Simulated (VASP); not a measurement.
# SiC (Moissanite) (P6_3mc) in VASP: further runs

SiC (Moissanite) is run at these levels: PBE; tasks: single point, relaxation of the atoms.

All numbers are computed with VASP 6.6.1; they aren't measurements. Logs are shortened: lines on timing, memory, paths and dates and some standing lists are left out, and cuts for length are marked.

### Step 1. The cell of the first run

Symmetry: P6_3mc, No. 186, hexagonal system. Conventional cell: a = 3.136 Å, b = 3.136 Å, c = 5.147 Å, α = 90.00°, β = 90.00°, γ = 120.00°. Si (site symmetry 3m) has 4 C at 1.92 to 1.94 Å within 2.5 Å. Within 2.5 Å of C (site symmetry 3m) lie 4 Si at 1.92 to 1.94 Å.

### Step 2. Single point, PBE (volume scaled by 1.06, then relaxed in part)

Contents of INCAR:

```
SYSTEM = SiC
PREC = Accurate
ENCUT = 520
EDIFF = 1E-6
ISMEAR = -1
SIGMA = 0.02
LREAL = .False.
LASPH = .True.
NELM = 60
ALGO = Normal
ISIF = 2
LWAVE = .False.
LCHARG = .True.
GGA = PE
LELF = .True.
LVHAR = .True.
NBANDS = 16
```

Contents of KPOINTS:

```
regular mesh
0
Gamma
  16 16 9
  0 0 0
```

Contents of POSCAR:

```
SiC
1.0
    3.1363290418      0.0000000000      0.0000000000
   -1.5681645209      2.7161406248      0.0000000000
    0.0000000000      0.0000000000      5.1470055276
Si C
2 2
Direct
    0.3333333333      0.6666666667      0.0044955126
    0.6666666667      0.3333333333      0.5044955126
    0.3333333333      0.6666666667      0.3805044874
    0.6666666667      0.3333333333      0.8805044874
```

Potentials or basis: VASP PAW PBE potentials, release 64 (Si, C).

On the command line:

```console
$ cat potpaw_PBE.64/Si/POTCAR potpaw_PBE.64/C/POTCAR > POTCAR
$ mpirun -np 1 vasp_std > vasp.out
```

OUTCAR:

```text
SYSTEM = SiC
   PREC = Accurate
   ENCUT = 520
   EDIFF = 1E-6
   ISMEAR = -1
   LREAL = .False.
   LASPH = .True.
   NELM = 60
   ISIF = 2
   GGA = PE

 ion  position               nearest neighbor table
   1  0.333  0.667  0.004-   4 1.92   4 1.92   4 1.92   3 1.94   2 3.15   2 3.15   2 3.15   2 3.15
                             2 3.15   2 3.15
   2  0.667  0.333  0.504-   3 1.92   3 1.92   3 1.92   4 1.94   1 3.15   1 3.15   1 3.15   1 3.15
                             1 3.15   1 3.15
   3  0.333  0.667  0.381-   2 1.92   2 1.92   2 1.92   1 1.94
   4  0.667  0.333  0.881-   1 1.92   1 1.92   1 1.92   2 1.94

  LATTYP: Found a hexagonal cell.
 ALAT       =     3.1363290418
 C/A-ratio  =     1.6410923277

  Lattice vectors:

 A1 = (   3.1363290418,   0.0000000000,   0.0000000000)
 A2 = (  -1.5681645209,   2.7161406248,   0.0000000000)
 A3 = (   0.0000000000,   0.0000000000,   5.1470055276)

Analysis of symmetry for initial positions (statically):
=====================================================================
 Subroutine PRICEL returns:
 Original cell was already a primitive cell.

 Routine SETGRP: Setting up the symmetry group for a
 hexagonal supercell.

 Subroutine GETGRP returns: Found 12 space group operations
 (whereof  6 operations were pure point group operations)
 out of a pool of 24 trial point group operations.

The static configuration has the point symmetry C_3v.
 The point group associated with its full space group is C_6v.

Analysis of symmetry for dynamics (positions and initial velocities):
=====================================================================
 Subroutine PRICEL returns:
 Original cell was already a primitive cell.

 Routine SETGRP: Setting up the symmetry group for a
 hexagonal supercell.

 Subroutine GETGRP returns: Found 12 space group operations
 (whereof  6 operations were pure point group operations)
 out of a pool of 24 trial point group operations.

The dynamic configuration has the point symmetry C_3v.
 The point group associated with its full space group is C_6v.

 Subroutine INISYM returns: Found 12 space group operations
 (whereof  6 operations are pure point group operations),
 and found     1 'primitive' translations

----------------------------------------------------------------------------------------

                                     Primitive cell

  volume of cell :      43.8459

  direct lattice vectors                    reciprocal lattice vectors
     3.136329042  0.000000000  0.000000000     0.318844097  0.184084725  0.000000000
    -1.568164521  2.716140625  0.000000000     0.000000000  0.368169450  0.000000000
     0.000000000  0.000000000  5.147005528     0.000000000  0.000000000  0.194287726

  length of vectors
     3.136329042  3.136329042  5.147005528     0.368169450  0.368169450  0.194287726

  position of ions in fractional coordinates (direct lattice)
     0.333333333  0.666666667  0.004495513
     0.666666667  0.333333333  0.504495513
     0.333333333  0.666666667  0.380504487
     0.666666667  0.333333333  0.880504487

  ion indices of the primitive-cell ions
   primitive index   ion index
                 1           1
                 2           2
                 3           3
                 4           4

----------------------------------------------------------------------------------------

 KPOINTS: regular mesh

Automatic generation of k-mesh.
 Grid dimensions read from file:
 generate k-points for:   16   16    9

 Generating k-lattice:

  Cartesian coordinates                     Fractional coordinates (reciprocal lattice)
     0.019927756  0.011505295  0.000000000     0.062500000 -0.000000000  0.000000000
     0.000000000  0.023010591  0.000000000     0.000000000  0.062500000  0.000000000
     0.000000000  0.000000000  0.021587525     0.000000000  0.000000000  0.111111111

  Length of vectors
     0.023010591  0.023010591  0.021587525

  Shift w.r.t. Gamma in fractional coordinates (k-lattice)
     0.000000000  0.000000000  0.000000000

 Subroutine IBZKPT returns following result:
 ===========================================

 Found    150 irreducible k-points:

 Following reciprocal coordinates:
            Coordinates               Weight
  0.000000  0.000000  0.000000      1.000000
  0.062500  0.000000  0.000000      6.000000
  0.125000  0.000000  0.000000      6.000000
  0.187500  0.000000  0.000000      6.000000
  0.250000  0.000000  0.000000      6.000000
  0.312500 -0.000000  0.000000      6.000000
[... 16 lines left out ...]
  0.187500  0.187500  0.000000      6.000000
  0.250000  0.187500  0.000000     12.000000
 [... further k-points ...]
   k-points           NKPTS =    150   k-points in BZ     NKDIM =    150   number of bands    NBANDS=     16
   number of dos      NEDOS =    301   number of ions     NIONS =      4
   total plane-waves  NPLWV =  23040
   dimension x,y,z NGX =    24 NGY =   24 NGZ =   40
   dimension x,y,z NGXF=    48 NGYF=   48 NGZF=   80
   ions per type =               2   2
   NGX,Y,Z   is equivalent  to a cutoff of  12.72, 12.72, 12.92 a.u.
   NGXF,Y,Z  is equivalent  to a cutoff of  25.44, 25.44, 25.84 a.u.
 SYSTEM =  SiC
   PREC   = accura    normal or accurate (medium, high low for compatibility)
   ISTART =      0    job   : 0-new  1-cont  2-samecut
   ICHARG =      2    charge: 1-file 2-atom 10-const
   ISPIN  =      1    spin polarized calculation?
   LNONCOLLINEAR =      F non collinear calculations
   LSORBIT =      F    spin-orbit coupling
   LASPH  =      T    aspherical Exc in radial PAW
   ENCUT  =  520.0 eV  38.22 Ry    6.18 a.u.   5.83  5.83  9.57*2*pi/ulx,y,z
   NELM   =     60;   NELMIN=  2; NELMDL= -5     # of ELM steps
   EDIFF  = 0.1E-05   stopping-criterion for ELM
   LREAL  =      F    real-space projection
   EDIFFG = 0.1E-04   stopping-criterion for IOM
   NSW    =      0    number of steps for IOM
   IBRION =     -1    ionic relax: 0-MD 1-quasi-New 2-CG
   NFREE  =      0    steps in history (QN), initial steepest desc. (CG)
   ISIF   =      2    stress and relaxation
   ISYM   =      2    0-nonsym 1-usesym 2-fastsym
   POTIM  = 0.5000    time-step for ionic-motion
   TEBEG  =    0.0;   TEEND  =   0.0 temperature during run
   PSTRESS=    0.0 pullay stress
   NELECT =      16.0000    total number of electrons
   NUPDOWN=      -1.0000    fix difference up-down
   EMIN   =  10.00;   EMAX   =-10.00  energy-range for DOS
   EFERMI =   0.00;   METHOD = LEGACY
   ISMEAR =    -1;   SIGMA  =   0.02  broadening in eV -4-tet -1-fermi 0-gaus
   EFERMI_NEDOS =   21; number of points for ismear=-14 and -15
   IALGO  =     38    algorithm
   IMIX   =      4    mixing-type and parameters
     AMIX     =   0.40;   BMIX     =  1.00
     AMIX_MAG =   1.60;   BMIX_MAG =  1.00
  volume/ion in A,a.u.               =      10.96        73.97
  Fermi-wavevector in a.u.,A,eV,Ry     =   1.169873  2.210739 18.620967  1.368602
  Thomas-Fermi vector in A             =   2.306339
   LORBIT       =      0    0 simple, 1 ext, 2 COOP (PROOUT), +10 PAW based schemes
   GGA     = PE    functional components
   LHFCALC =     F    Hartree Fock is set to
   AEXX    =    0.0000 exact exchange contribution
   IVDW    =     0    specifies the selected vdW correction
   LEPSILON=     F    determine dielectric tensor
   LRPA    =     F    only Hartree local field effects (RPA)
 non-spin polarized calculation
  energy-cutoff  :      520.00
  volume of cell :       43.85
 maximum number of plane-waves:      1200
 NGX is ok and might be reduce to    24
   NGX = 11   NGY = 11   NGZ = 19

 number of electron      16.0000002 magnetization

 Free energy of the ion-electron system (eV)
  ---------------------------------------------------
  ext. energy  EPLUGINS =         0.00000000
  ---------------------------------------------------
  free energy    TOTEN  =       -30.06064438 eV

  energy without entropy =      -30.06064438  energy(sigma->0) =      -30.06064438

 E-fermi :   7.9799     XC(G=0): -11.0977

 val. band max:        7.6083190402   @ k =   0.0000   0.0000   0.0000
 cond. band min:      10.0490859299   @ k =   0.3125   0.3125   0.0000
 fundamental gap:      2.4407668897
 Fermi energy:         7.9798501919

 k-point     1 :       0.0000    0.0000    0.0000
  band No.  band energies     occupation
      1      -7.4999      2.00000
      2      -4.1464      2.00000
      3      -0.7559      2.00000
      4       6.3213      2.00000
      5       6.3213      2.00000
      6       7.5080      2.00000
[... 8 lines left out ...]
     15      16.1645      0.00000
     16      18.4904      0.00000

 k-point     2 :       0.0625    0.0000    0.0000
  band No.  band energies     occupation
      1      -7.4351      2.00000
      2      -4.0909      2.00000
      3      -0.6976      2.00000
      4       5.9251      2.00000
      5       6.2052      2.00000
      6       7.3320      2.00000
[... 8 lines left out ...]
     15      16.3364      0.00000
     16      18.1070      0.00000

 k-point     3 :       0.1250    0.0000    0.0000
  band No.  band energies     occupation
      1      -7.2417      2.00000
      2      -3.9269      2.00000
      3      -0.5254      2.00000
      4       4.9768      2.00000
      5       5.9120      2.00000
      6       6.6344      2.00000
[... 8 lines left out ...]
     15      16.7871      0.00000
     16      17.2449      0.00000

 k-point     4 :       0.1875    0.0000    0.0000
  band No.  band energies     occupation
      1      -6.9231      2.00000
      2      -3.6638      2.00000
      3      -0.2518      2.00000
      4       3.8199      2.00000
      5       5.5425      2.00000
      6       5.6969      2.00000
[... 8 lines left out ...]
     15      16.8792      0.00000
     16      17.3603      0.00000

 k-point     5 :       0.2500    0.0000    0.0000
  band No.  band energies     occupation
      1      -6.4856      2.00000
      2      -3.3236      2.00000
      3       0.0858      2.00000
      4       2.6781      2.00000
      5       4.6653      2.00000
      6       5.1741      2.00000
[... 8 lines left out ...]
     15      17.2973      0.00000
     16      18.0761      0.00000

 k-point     6 :       0.3125   -0.0000    0.0000
  band No.  band energies     occupation
      1      -5.9421      2.00000
      2      -2.9592      2.00000
      3       0.3326      2.00000
      4       1.8217      2.00000
      5       3.6298      2.00000
      6       4.8544      2.00000
[... 8 lines left out ...]
     15      17.8748      0.00000
     16      18.9578      0.00000
[... 267 lines left out ...]
 k-point    21 :       0.3750    0.1250    0.0000
  band No.  band energies     occupation
      1      -4.5302      2.00000
      2      -2.7099      2.00000
      3       0.1441      2.00000
      4       1.8306      2.00000
      5       2.3382      2.00000
      6       3.5069      2.00000
[... 8 lines left out ...]
     15      18.0344      0.00000
     16      19.0233      0.00000

 k-point    22 :       0.4375    0.1250    0.0000
  band No.  band energies     occupation
      1      -4.1939      2.00000
      2      -2.8922      2.00000
      3       0.1913      2.00000
      4       1.5514      2.00000
      5       2.4722      2.00000
      6       3.5002      2.00000
[... 8 lines left out ...]
     15      17.6236      0.00000
     16      19.5833      0.00000

 k-point    23 :       0.1875    0.1875    0.0000
  band No.  band energies     occupation
      1      -5.8193      2.00000
      2      -2.8741      2.00000
      3       0.4636      2.00000
      4       2.2020      2.00000
      5       3.1118      2.00000
      6       4.3225      2.00000
[... 8 lines left out ...]
     15      17.8219      0.00000
     16      17.9408      0.00000

 k-point    24 :       0.2500    0.1875    0.0000
  band No.  band energies     occupation
      1      -5.2465      2.00000
      2      -2.6189      2.00000
      3       0.4905      2.00000
      4       2.0419      2.00000
      5       2.5291      2.00000
      6       3.5885      2.00000
[... 8 lines left out ...]
     15      17.6760      0.00000
     16      18.4718      0.00000

 [... further k-points ...]
[... 5 lines left out ...]
  --------------------------------------------------------------------------------------
  -------------------------------------------------------------------------------------
  Total       -2.3167067     -2.3167067     -2.2730274      0.0000000      0.0000000      0.0000000
  in kB      -84.6551000    -84.6551000    -83.0590109      0.0000000      0.0000000      0.0000000
  external PRESSURE =     -84.1230703 kB  Pullay stress =       0.0000000 kB

 VOLUME and BASIS-vectors are now :
 -----------------------------------------------------------------------------
  energy-cutoff  :      520.00
  volume of cell :       43.85
      direct lattice vectors                 reciprocal lattice vectors
     3.136329042  0.000000000  0.000000000     0.318844097  0.184084725  0.000000000
    -1.568164521  2.716140625  0.000000000     0.000000000  0.368169450  0.000000000
     0.000000000  0.000000000  5.147005528     0.000000000  0.000000000  0.194287726

 POSITION                                       TOTAL-FORCE (eV/Angst)
 -----------------------------------------------------------------------------------
     -0.00000      1.81076      0.02314         0.000000      0.000000      0.006399
      1.56816      0.90538      2.59664        -0.000000      0.000000      0.006399
     -0.00000      1.81076      1.95846        -0.000000      0.000000     -0.006399
      1.56816      0.90538      4.53196         0.000000     -0.000000     -0.006399
 -----------------------------------------------------------------------------------
    total drift:                                0.000000      0.000000     -0.000127

  FREE ENERGIE OF THE ION-ELECTRON SYSTEM (eV)
  ---------------------------------------------------
  free  energy   TOTEN  =       -30.0606443772 eV

  energy  without entropy=      -30.0606443772  energy(sigma->0) =      -30.06064438
```

It took 53 s on 1 thread of AMD EPYC 9R45 (Zen 5), shared host; peak memory 0.19 GiB.

What came out:

```yaml
Free_energy: -30.0606 eV
Pressure: -8.4 GPa
Largest_force: 0.006 eV/Å
Band_gap_on_the_k_mesh: 2.44 eV, indirect (least direct gap 3.86 eV)
```

Forces on the atoms (eV/Å):
```
Si   0.000  0.000  0.006
Si   0.000  0.000  0.006
C    0.000  0.000 -0.006
C    0.000  0.000 -0.006
```

 A k mesh can miss the band edges.

### Step 3. Relaxation of the atoms, PBE (z stretched by -3 %)

Contents of INCAR:

```
SYSTEM = SiC
ALGO = Normal
EDIFF = 1E-6
EDIFFG = -0.02
ENCUT = 520
GGA = PE
IBRION = 2
ISIF = 2
ISMEAR = -1
LASPH = .True.
LCHARG = .False.
LREAL = .False.
LWAVE = .False.
NELM = 80
NSW = 80
PREC = Accurate
SIGMA = 0.02
```

Contents of KPOINTS:

```
k-points
0
Gamma
  16 16 9
  0 0 0
```

Contents of POSCAR:

```
SiC
1.0
    3.0760000000      0.0000000000      0.0000000000
   -1.5380000000      2.6638941420      0.0000000000
    0.0000000000      0.0000000000      4.8965600000
Si C
2 2
Direct
    0.3333333333      0.6666666667      0.0044955126
    0.6666666667      0.3333333333      0.5044955126
    0.3333333333      0.6666666667      0.3805044874
    0.6666666667      0.3333333333      0.8805044874
```

Potentials or basis: VASP PAW PBE potentials, release 64 (Si, C).

On the command line:

```console
$ cat potpaw_PBE.64/Si/POTCAR potpaw_PBE.64/C/POTCAR > POTCAR
$ mpirun -np 1 vasp_std > vasp.out
```

OUTCAR:

```text
SYSTEM = SiC
   EDIFF = 1E-6
   EDIFFG = -0.02
   ENCUT = 520
   GGA = PE
   IBRION = 2
   ISIF = 2
   ISMEAR = -1
   LASPH = .True.
   LREAL = .False.
   NELM = 80
   NSW = 80
   PREC = Accurate

 ion  position               nearest neighbor table
   1  0.333  0.667  0.004-   3 1.84   4 1.88   4 1.88   4 1.88   2 3.02   2 3.02   2 3.02   2 3.02
                             2 3.02   2 3.02
   2  0.667  0.333  0.504-   4 1.84   3 1.88   3 1.88   3 1.88   1 3.02   1 3.02   1 3.02   1 3.02
                             1 3.02   1 3.02
   3  0.333  0.667  0.381-   1 1.84   2 1.88   2 1.88   2 1.88
   4  0.667  0.333  0.881-   2 1.84   1 1.88   1 1.88   1 1.88

  LATTYP: Found a hexagonal cell.
 ALAT       =     3.0760000000
 C/A-ratio  =     1.5918595579

  Lattice vectors:

 A1 = (   3.0760000000,   0.0000000000,   0.0000000000)
 A2 = (  -1.5380000000,   2.6638941420,   0.0000000000)
 A3 = (   0.0000000000,   0.0000000000,   4.8965600000)
[... 273 lines left out ...]
 Fermi energy:         9.1122992400

 k-point     1 :       0.0000    0.0000    0.0000
  band No.  band energies     occupation
      1      -7.2078      2.00000
      2      -3.2930      2.00000
      3      -0.1478      2.00000
      4       7.0525      2.00000
      5       7.0525      2.00000
      6       8.5281      2.00000
      7       8.5281      2.00000
      8       8.7292      2.00000
      9      13.1707      0.00000
     10      15.1992      0.00000
     11      15.1992      0.00000
     12      15.4591      0.00000
[... 331 lines left out ...]
 k-point    24 :       0.2500    0.1875    0.0000
  band No.  band energies     occupation
      1      -4.8348      2.00000
      2      -1.8158      2.00000
      3       1.3404      2.00000
      4       2.5920      2.00000
      5       3.1667      2.00000
      6       4.5375      2.00000
      7       6.3262      2.00000
      8       6.4503      2.00000
      9      12.5780      0.00000
     10      14.4245      0.00000
     11      16.3741      0.00000
     12      16.4541      0.00000

 [... further k-points ...]
[... 5 lines left out ...]
  --------------------------------------------------------------------------------------
  -------------------------------------------------------------------------------------
  Total        1.3755084      1.3755084      5.2160419      0.0000000      0.0000000      0.0000000
  in kB       54.9261892     54.9261892    208.2846580      0.0000000      0.0000000      0.0000000
  external PRESSURE =     106.0456788 kB  Pullay stress =       0.0000000 kB
[... 19 lines left out ...]
  FREE ENERGIE OF THE ION-ELECTRON SYSTEM (eV)
  ---------------------------------------------------
  free  energy   TOTEN  =       -30.0106003666 eV

  energy  without entropy=      -30.0106003666  energy(sigma->0) =      -30.01060037

 reached required accuracy - stopping structural energy minimisation
```

It used 67 s of CPU time on 1 thread of Intel(R) Xeon(R) Platinum 8488C (Sapphire Rapids), on a shared host.

What came out:

- Free energy: -30.0106 eV
- Energy gained by relaxing: 1.8 meV/atom
- Ionic steps: 3
- Pressure after relaxing: 10.6 GPa
- Band gap on the k mesh: 2.33 eV, indirect (least direct gap 3.78 eV)

Stress tensor (GPa, compression positive):
```
 5.49  0.00  0.00
 0.00  5.49  0.00
 0.00  0.00 20.83
```

The path:
```
step  energy change (eV)  largest force (eV/Å)  pressure (GPa)
   1              0.0000                0.3857           10.83
   2             -0.0004                0.3531           10.47
   3             -0.0071                0.0001           10.60
```

Final structure:
```
Si C
1.0
     3.07600    0.00000    0.00000
    -1.53800    2.66389    0.00000
     0.00000    0.00000    4.89656
Si C
2 2
Direct
  0.33333 0.66667 0.00259
  0.66667 0.33333 0.50259
  0.33333 0.66667 0.38241
  0.66667 0.33333 0.88241
```

Caveat: the cell differs from its parent crystal (z stretched by -3 %). A k mesh can miss the band edges.
